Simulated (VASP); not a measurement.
Wanted: the native input for a VASP 6.6.1 run.

```yaml
Task: single point
Functional: LDA
Potentials_or_basis: VASP PAW LDA potentials, release 64 (Cs_sv, Sr_sv, F)
Cutoff: 520 eV
k_mesh: 4 × 4 × 4
Occupations: gaussian, width 0.01 eV
Spin: no spin polarisation
Dipole_correction: no
Further_INCAR_settings: ALGO = Normal; EDIFF = 1e-06; NBANDS = 28
```

The structure of CsSrF3 lies in POSCAR:

```
CsSrF3
1.0
    4.8026144629      0.0000000000      0.0000000000
    0.0000000000      4.8026144629      0.0000000000
    0.0000000000      0.0000000000      4.8026144629
Cs Sr F
1 1 3
Direct
    0.0000000000      0.0000000000      0.0000000000
    0.5000000000      0.5000000000      0.5000000000
    0.0000000000      0.5000000000      0.5000000000
    0.5000000000      0.0000000000      0.5000000000
    0.5000000000      0.5000000000      0.0000000000
```

One way to write it, as run:

INCAR

```
  ALGO = Normal
  EDIFF = 1E-6
  ENCUT = 520
  ISIF = 2
  ISMEAR = 0
  LASPH = True
  LCHARG = True
  LELF = True
  LREAL = False
  LVHAR = True
  LWAVE = False
  NBANDS = 28
  NELM = 60
  PREC = Accurate
  SIGMA = 0.01
```

KPOINTS

```
k-points
0
Gamma
  4 4 4
```

Potentials or basis: VASP PAW LDA potentials, release 64 (Cs_sv, Sr_sv, F).

The run is started by

```sh
$ cat potpaw_LDA.64/Cs_sv/POTCAR potpaw_LDA.64/Sr_sv/POTCAR potpaw_LDA.64/F/POTCAR > POTCAR
$ mpirun -np 1 vasp_std > vasp.out
```

It gave:

```
Pressure               : -3.9 GPa
Band gap on the k mesh : 5.93 eV, indirect (least direct gap 5.94 eV)
```

Caveat: spin-orbit coupling is left out, which moves the levels of the heavy elements.

Wall time 14 s on 1 thread of Intel(R) Xeon(R) Platinum 8488C (Sapphire Rapids), on a shared host, peak memory 0.18 GiB.
